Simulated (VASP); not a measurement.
# Tc (I4/mmm) in VASP: single point with LDA

Aim: the single point of Tc with LDA.

Everything below comes from runs of VASP 6.6.1. Logs are shortened: lines on timing, memory, paths and dates and some standing lists are left out, and cuts for length are marked.

## (1) The cell of the first run

It takes space group I4/mmm (No. 139, tetragonal). The conventional cell has a = 3.791 Å, b = 3.791 Å, c = 8.091 Å, α = 90.00°, β = 90.00°, γ = 90.00°. Tc (site symmetry 4/mmm) has 12 Tc at 3.79 to 4.85 Å within 5.0 Å.

## (2) Single point, LDA

The input, INCAR:

```
SYSTEM = Tc
PREC = Accurate
ENCUT = 520
EDIFF = 1E-6
ISMEAR = -1
SIGMA = 0.1
LREAL = .False.
LASPH = .True.
NELM = 60
ALGO = Normal
ISIF = 2
LWAVE = .False.
LCHARG = .False.
GGA = CA
NBANDS = 12
```

The input, KPOINTS:

```
regular mesh
0
Gamma
  9 9 9
  0 0 0
```

The input, POSCAR:

```
Tc
1.0
   -1.8956460000      1.8956460000      4.0457480000
    1.8956460000     -1.8956460000      4.0457480000
    1.8956460000      1.8956460000     -4.0457480000
Tc
1
Direct
    0.0000000000      0.0000000000      0.0000000000
```

Potentials or basis: VASP PAW LDA potentials, release 64 (Tc_pv).

On the command line:

```console
> cat potpaw_LDA.64/Tc_pv/POTCAR > POTCAR
> mpirun -np 1 vasp_std > vasp.out
```

OUTCAR:

```text
SYSTEM = Tc
   PREC = Accurate
   ENCUT = 520
   EDIFF = 1E-6
   ISMEAR = -1
   LREAL = .False.
   LASPH = .True.
   NELM = 60
   ISIF = 2
   GGA = CA

 ion  position               nearest neighbor table
   1  0.000  0.000  0.000-

  LATTYP: Found a body centered tetragonal cell.
 ALAT       =     3.7912920000
 C/A-ratio  =     2.1342318133

  Lattice vectors:

 A1 = (  -1.8956460000,   1.8956460000,   4.0457480000)
 A2 = (   1.8956460000,  -1.8956460000,   4.0457480000)
 A3 = (   1.8956460000,   1.8956460000,  -4.0457480000)

Analysis of symmetry for initial positions (statically):
=====================================================================
 Subroutine PRICEL returns:
 Original cell was already a primitive cell.

 Routine SETGRP: Setting up the symmetry group for a
 body centered tetragonal supercell.

 Subroutine GETGRP returns: Found 16 space group operations
 (whereof 16 operations were pure point group operations)
 out of a pool of 16 trial point group operations.

The static configuration has the point symmetry D_4h.

Analysis of symmetry for dynamics (positions and initial velocities):
=====================================================================
 Subroutine PRICEL returns:
 Original cell was already a primitive cell.

 Routine SETGRP: Setting up the symmetry group for a
 body centered tetragonal supercell.

 Subroutine GETGRP returns: Found 16 space group operations
 (whereof 16 operations were pure point group operations)
 out of a pool of 16 trial point group operations.

The dynamic configuration has the point symmetry D_4h.

 Subroutine INISYM returns: Found 16 space group operations
 (whereof 16 operations are pure point group operations),
 and found     1 'primitive' translations

----------------------------------------------------------------------------------------

                                     Primitive cell

  volume of cell :      58.1532

  direct lattice vectors                    reciprocal lattice vectors
    -1.895646000  1.895646000  4.045748000     0.000000000  0.263762327  0.123586541
     1.895646000 -1.895646000  4.045748000     0.263762327  0.000000000  0.123586541
     1.895646000  1.895646000 -4.045748000     0.263762327  0.263762327  0.000000000

  length of vectors
     4.853351872  4.853351872  4.853351872     0.291280274  0.291280274  0.373016260

  position of ions in fractional coordinates (direct lattice)
     0.000000000  0.000000000  0.000000000

  ion indices of the primitive-cell ions
   primitive index   ion index
                 1           1

----------------------------------------------------------------------------------------

 KPOINTS: regular mesh

Automatic generation of k-mesh.
 Grid dimensions read from file:
 generate k-points for:    9    9    9

 Generating k-lattice:

  Cartesian coordinates                     Fractional coordinates (reciprocal lattice)
     0.000000000  0.029306925  0.013731838     0.111111111  0.000000000  0.000000000
     0.029306925  0.000000000  0.013731838     0.000000000  0.111111111  0.000000000
     0.029306925  0.029306925  0.000000000     0.000000000  0.000000000  0.111111111

  Length of vectors
     0.032364475  0.032364475  0.041446251

  Shift w.r.t. Gamma in fractional coordinates (k-lattice)
     0.000000000  0.000000000  0.000000000

 Subroutine IBZKPT returns following result:
 ===========================================

 Found     75 irreducible k-points:

 Following reciprocal coordinates:
            Coordinates               Weight
  0.000000  0.000000  0.000000      1.000000
  0.111111  0.000000  0.000000      8.000000
  0.222222  0.000000  0.000000      8.000000
  0.333333  0.000000  0.000000      8.000000
  0.444444  0.000000  0.000000      8.000000
  0.111111  0.111111  0.000000      8.000000
[... 16 lines left out ...]
 -0.333333  0.333333  0.000000      4.000000
  0.444444  0.444444  0.000000      8.000000
 [... further k-points ...]
   k-points           NKPTS =     75   k-points in BZ     NKDIM =     75   number of bands    NBANDS=     12
   number of dos      NEDOS =    301   number of ions     NIONS =      1
   total plane-waves  NPLWV =  46656
   dimension x,y,z NGX =    36 NGY =   36 NGZ =   36
   dimension x,y,z NGXF=    72 NGYF=   72 NGZF=   72
   ions per type =               1
   NGX,Y,Z   is equivalent  to a cutoff of  12.33, 12.33, 12.33 a.u.
   NGXF,Y,Z  is equivalent  to a cutoff of  24.66, 24.66, 24.66 a.u.
 SYSTEM =  Tc
   PREC   = accura    normal or accurate (medium, high low for compatibility)
   ISTART =      0    job   : 0-new  1-cont  2-samecut
   ICHARG =      2    charge: 1-file 2-atom 10-const
   ISPIN  =      1    spin polarized calculation?
   LNONCOLLINEAR =      F non collinear calculations
   LSORBIT =      F    spin-orbit coupling
   LASPH  =      T    aspherical Exc in radial PAW
   ENCUT  =  520.0 eV  38.22 Ry    6.18 a.u.   9.02  9.02  9.02*2*pi/ulx,y,z
   NELM   =     60;   NELMIN=  2; NELMDL= -5     # of ELM steps
   EDIFF  = 0.1E-05   stopping-criterion for ELM
   LREAL  =      F    real-space projection
   EDIFFG = 0.1E-04   stopping-criterion for IOM
   NSW    =      0    number of steps for IOM
   IBRION =     -1    ionic relax: 0-MD 1-quasi-New 2-CG
   NFREE  =      0    steps in history (QN), initial steepest desc. (CG)
   ISIF   =      2    stress and relaxation
   ISYM   =      2    0-nonsym 1-usesym 2-fastsym
   POTIM  = 0.5000    time-step for ionic-motion
   TEBEG  =    0.0;   TEEND  =   0.0 temperature during run
   PSTRESS=    0.0 pullay stress
   NELECT =      13.0000    total number of electrons
   NUPDOWN=      -1.0000    fix difference up-down
   EMIN   =  10.00;   EMAX   =-10.00  energy-range for DOS
   EFERMI =   0.00;   METHOD = LEGACY
   ISMEAR =    -1;   SIGMA  =   0.10  broadening in eV -4-tet -1-fermi 0-gaus
   EFERMI_NEDOS =   21; number of points for ismear=-14 and -15
   IALGO  =     38    algorithm
   IMIX   =      4    mixing-type and parameters
     AMIX     =   0.40;   BMIX     =  1.00
     AMIX_MAG =   1.60;   BMIX_MAG =  1.00
  volume/ion in A,a.u.               =      58.15       392.44
  Fermi-wavevector in a.u.,A,eV,Ry     =   0.993569  1.877574 13.431400  0.987180
  Thomas-Fermi vector in A             =   2.125460
   LORBIT       =      0    0 simple, 1 ext, 2 COOP (PROOUT), +10 PAW based schemes
   GGA     = CA    functional components
   LHFCALC =     F    Hartree Fock is set to
   AEXX    =    0.0000 exact exchange contribution
   IVDW    =     0    specifies the selected vdW correction
   LEPSILON=     F    determine dielectric tensor
   LRPA    =     F    only Hartree local field effects (RPA)
 non-spin polarized calculation
  energy-cutoff  :      520.00
  volume of cell :       58.15
 maximum number of plane-waves:      1581
   NGX = 19   NGY = 19   NGZ = 19

 number of electron      13.0000000 magnetization

 Free energy of the ion-electron system (eV)
  ---------------------------------------------------
  ext. energy  EPLUGINS =         0.00000000
  ---------------------------------------------------
  free energy    TOTEN  =        -3.51835027 eV

  energy without entropy =       -3.20382296  energy(sigma->0) =       -3.36108661

 E-fermi :  -0.4423     XC(G=0):  -7.3044

 val. band max:       -0.4443584963   @ k =   0.2222   0.2222   0.0000
 cond. band min:      -0.4419171502   @ k =  -0.1111   0.4444   0.1111
 fundamental gap:      0.0024413461
 Fermi energy:        -0.4423192471

 k-point     1 :       0.0000    0.0000    0.0000
  band No.  band energies     occupation
      1     -38.6022      2.00000
      2     -38.5968      2.00000
      3     -38.5968      2.00000
      4      -2.7301      2.00000
      5      -1.2092      1.99907
      6      -0.8945      1.97850
      7      -0.3717      0.66095
      8      -0.3717      0.66095
      9      -0.0772      0.05060
     10       6.6009      0.00000
     11       9.6138      0.00000
     12       9.7400      0.00000

 k-point     2 :       0.1111    0.0000    0.0000
  band No.  band energies     occupation
      1     -38.6021      2.00000
      2     -38.5988      2.00000
      3     -38.5967      2.00000
      4      -2.5606      2.00000
      5      -1.1555      1.99840
      6      -0.8585      1.96933
      7      -0.4330      0.95333
      8      -0.3563      0.59474
      9      -0.1230      0.07887
     10       6.3900      0.00000
     11       8.4763      0.00000
     12       9.8609      0.00000

 k-point     3 :       0.2222    0.0000    0.0000
  band No.  band energies     occupation
      1     -38.6038      2.00000
      2     -38.6019      2.00000
      3     -38.5964      2.00000
      4      -2.0968      2.00000
      5      -1.0121      1.99332
      6      -0.7649      1.92356
      7      -0.5279      1.40344
      8      -0.3210      0.45811
      9      -0.2315      0.21664
     10       5.7331      0.00000
     11       6.5327      0.00000
     12       9.1860      0.00000

 k-point     4 :       0.3333    0.0000    0.0000
  band No.  band energies     occupation
      1     -38.6095      2.00000
      2     -38.6017      2.00000
      3     -38.5960      2.00000
      4      -1.5878      1.99998
      5      -0.9444      1.98689
      6      -0.5019      1.28949
      7      -0.3701      0.65390
      8      -0.3591      0.60635
      9      -0.2590      0.27577
     10       4.0008      0.00000
     11       5.7039      0.00000
     12       8.5526      0.00000

 k-point     5 :       0.4444    0.0000    0.0000
  band No.  band energies     occupation
      1     -38.6133      2.00000
      2     -38.6015      2.00000
      3     -38.5958      2.00000
      4      -1.3854      1.99984
      5      -1.0079      1.99303
      6      -0.4445      1.01086
      7      -0.3063      0.40836
      8      -0.2313      0.21625
      9       0.6326      0.00004
     10       2.1864      0.00000
     11       5.3582      0.00000
     12       8.2584      0.00000
[... 228 lines left out ...]
      1     -38.6122      2.00000
      2     -38.6083      2.00000
      3     -38.6006      2.00000
      4      -1.0729      1.99636
      5      -0.9256      1.98419
      6      -0.5584      1.52301
      7      -0.3867      0.72905
      8      -0.1178      0.07497
      9       2.0851      0.00000
     10       2.9511      0.00000
     11       5.0765      0.00000
     12       5.6773      0.00000

 k-point    22 :      -0.4444    0.3333   -0.0000
  band No.  band energies     occupation
      1     -38.6122      2.00000
      2     -38.6083      2.00000
      3     -38.6005      2.00000
      4      -1.1096      1.99747
      5      -0.9042      1.98046
      6      -0.5529      1.50258
      7      -0.3995      0.78898
      8      -0.1184      0.07546
      9       1.2162      0.00000
     10       4.0093      0.00000
     11       5.7458      0.00000
     12       6.1213      0.00000

 k-point    23 :      -0.3333    0.3333    0.0000
  band No.  band energies     occupation
      1     -38.6087      2.00000
      2     -38.6084      2.00000
      3     -38.6007      2.00000
      4      -1.0918      1.99698
      5      -0.8247      1.95726
      6      -0.5398      1.45202
      7      -0.4713      1.14378
      8      -0.2529      0.26149
      9       0.1890      0.00362
     10       5.5081      0.00000
     11       6.3417      0.00000
     12       6.3590      0.00000

 k-point    24 :       0.4444    0.4444    0.0000
  band No.  band energies     occupation
      1     -38.6121      2.00000
      2     -38.6118      2.00000
      3     -38.6003      2.00000
      4      -1.2046      1.99902
      5      -0.9550      1.98820
      6      -0.5560      1.51401
      7      -0.3429      0.54013
      8       0.1895      0.00360
      9       2.9885      0.00000
     10       3.0196      0.00000
     11       4.5072      0.00000
     12       5.4867      0.00000

 [... further k-points ...]

------------------------ aborting loop because EDIFF is reached ----------------------------------------

  FORCE on cell =-STRESS in cart. coord.  units (eV):
  Direction    XX          YY          ZZ          XY          YZ          ZX
  --------------------------------------------------------------------------------------
  -------------------------------------------------------------------------------------
  Total       -5.2284046     -5.2284046     -2.6482049      0.0000000      0.0000000      0.0000000
  in kB     -144.0477482   -144.0477482    -72.9606784      0.0000000      0.0000000      0.0000000
  external PRESSURE =    -120.3520582 kB  Pullay stress =       0.0000000 kB

 VOLUME and BASIS-vectors are now :
 -----------------------------------------------------------------------------
  energy-cutoff  :      520.00
  volume of cell :       58.15
      direct lattice vectors                 reciprocal lattice vectors
    -1.895646000  1.895646000  4.045748000     0.000000000  0.263762327  0.123586541
     1.895646000 -1.895646000  4.045748000     0.263762327  0.000000000  0.123586541
     1.895646000  1.895646000 -4.045748000     0.263762327  0.263762327  0.000000000

 POSITION                                       TOTAL-FORCE (eV/Angst)
 -----------------------------------------------------------------------------------
      0.00000      0.00000      0.00000         0.000000      0.000000     -0.000000
 -----------------------------------------------------------------------------------
    total drift:                               -0.000000      0.000000      0.000000

  FREE ENERGIE OF THE ION-ELECTRON SYSTEM (eV)
  ---------------------------------------------------
  free  energy   TOTEN  =        -3.5183502720 eV

  energy  without entropy=       -3.2038229557  energy(sigma->0) =       -3.36108661
```

It took 65 s on 1 thread of Intel Xeon 8259CL, shared host; peak memory 0.2 GiB.

What came out:

* Free energy: -3.5184 eV
* Pressure: -12.0 GPa
* Band gap on the k mesh: zero (an odd number of electrons rules out a gap without spin polarisation)

Caveat: the stress differs along the axes, from -14 to -7 GPa.
